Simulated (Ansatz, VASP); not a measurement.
MgO: VASP beside Ansatz

```
Mg O
1.0
     4.21494    0.00000    0.00000
     0.00000   -4.21494    0.00000
     0.00000    0.00000   -4.21494
Mg O
4 4
Cartesian
  -0.0750 -0.0750 -0.5300
  2.1075 -2.1075 0.0000
  2.1075 0.0000 -2.1075
  0.0000 -2.1075 -2.1075
  2.1075 0.0000 0.0000
  0.0000 -2.1075 0.0000
  0.0000 0.0000 -2.1075
  2.1075 -2.1075 -2.1075
```

Alike in both runs: task single point; functional PBEsol; k mesh 6 × 6 × 6; occupations gaussian, width 0.05 eV; no spin polarisation.

```csv
,VASP,Ansatz
version,VASP 6.6.1,Ansatz 0.2.0
potentials or method,"VASP PAW PBE potentials, release 64 (Mg, O), cutoff 520 eV","scalar-relativistic, plane waves, PAW"
valence electrons in the cell,32,64
```

VASP gave:

| Property | Result |
| --- | --- |
| gap on the k mesh at the Fermi level (eV) | 4.51 |
| least direct gap on the mesh (eV) | 4.51 |
| pressure (GPa) | 11.5 |
| traceless stress, the component that is largest in VASP (GPa) | 21.05 |
| rms of the force components (eV/Å) | 3.248 |

Problem. Which values does Ansatz return?

Solution. gap on the k mesh at the Fermi level (eV): 4.51; least direct gap on the mesh (eV): 4.51; pressure (GPa): 11.4; traceless stress, the component that is largest in VASP (GPa): 19.93; rms of the force components (eV/Å): 3.093.

VASP's potentials were made for PBE, not for PBEsol, and Ansatz warns of the same on its side. Atom by atom the forces differ by 0.156 eV/Å (rms over components). VASP's potentials hold 32 valence electrons a cell and Ansatz's 64, so a difference there can come from the potentials and not from the codes.
